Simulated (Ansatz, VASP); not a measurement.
# HfC: VASP beside Ansatz

POSCAR

```
HfC
1.0
    3.3428660531      0.0000000000      0.0000000000
   -1.6714330265      2.8950069234      0.0000000000
    0.0000000000      0.0000000000      5.2027140000
Hf C
2 2
Direct
    0.3333333333      0.6666666667      0.2500000000
    0.6666666667      0.3333333333      0.7500000000
    0.0000000000      0.0000000000      0.5000000000
    0.0000000000      0.0000000000      0.0000000000
```

Contents of INCAR.step1:

```
PREC = Accurate
ENCUT = 520
EDIFF = 1E-5
ISMEAR = -1
SIGMA = 0.05
LREAL = F
LASPH = T
NELM = 60
ALGO = Normal
ISIF = 2
LWAVE = T
LCHARG = F
GGA = PE
NBANDS = 22
```

INCAR.step2

```
PREC = Accurate
ENCUT = 520
EDIFF = 1E-6
ISMEAR = -1
SIGMA = 0.05
LREAL = F
LASPH = T
NELM = 60
ALGO = Normal
ISIF = 2
LWAVE = F
LCHARG = F
GGA = PE
LHFCALC = T
AEXX = 0.15
HFSCREEN = 0.2
PRECFOCK = Normal
ISTART = 1
NBANDS = 22
```

Contents of KPOINTS:

```
Automatic mesh
0
Gamma
  5 5 3
```

input.yaml

```yaml
crystal:
  lattice:
    - [3.3428660531, 0.0, 0.0]
    - [-1.6714330265, 2.8950069234, 0.0]
    - [0.0, 0.0, 5.202714]
  atoms:
    - { symbol: Hf, position: [0.3333333333, 0.6666666667, 0.25] }
    - { symbol: Hf, position: [0.6666666667, 0.3333333333, 0.75] }
    - { symbol: C, position: [0.0, 0.0, 0.5] }
    - { symbol: C, position: [0.0, 0.0, 0.0] }
hamiltonian:
  xc: { exchange: pbe, correlation: pbe, exx: { coeff: 0.15, omega: 0.2 } }
  pseudopotentials: { kind: paw }
kpoints:
  mp_grid: { grid: [5, 5, 3] }
scf:
  occupations: { method: fermi_dirac, width: 0.05 }
output:
  forces: true
  stress: true
  eigenvalues: true
  write_density: true
  write_potential: true
  elf: true
  volumetric_format: npy
```

Alike in both runs: task single point; functional PBE-based screened hybrid with a share of 0.15 of exact exchange and HFSCREEN = 0.2; k mesh 5 × 5 × 3; occupations fermi-dirac, width 0.05 eV; no spin polarisation.

```csv
,VASP,Ansatz
version,VASP 6.6.1,Ansatz 0.2.0
potentials or method,"VASP PAW PBE potentials, release 64 (Hf_pv, C)",Ansatz PAW
plane-wave cutoff (eV),520,420
valence electrons in the cell,28,60
```

```tsv
	VASP	Ansatz	Ansatz less VASP
gap on the k mesh at the Fermi level (eV)	none	none	-
pressure (GPa)	-4.3	-2.3	+2.03
traceless stress, the component that is largest in VASP (GPa)	2.77	2.76	-0.004
```

VASP's potentials were made for PBE, not for PBE-based screened hybrid. A gap of «none» marks a metal or a gap that the smearing closes. With one functional, cell and mesh, what is left measures potentials, basis and numerics. VASP's potentials hold 28 valence electrons a cell and Ansatz's 60, so a difference there can come from the potentials and not from the codes.

The k mesh is coarse, so the values compare programs but aren't converged. Neither program's run includes spin-orbit coupling.
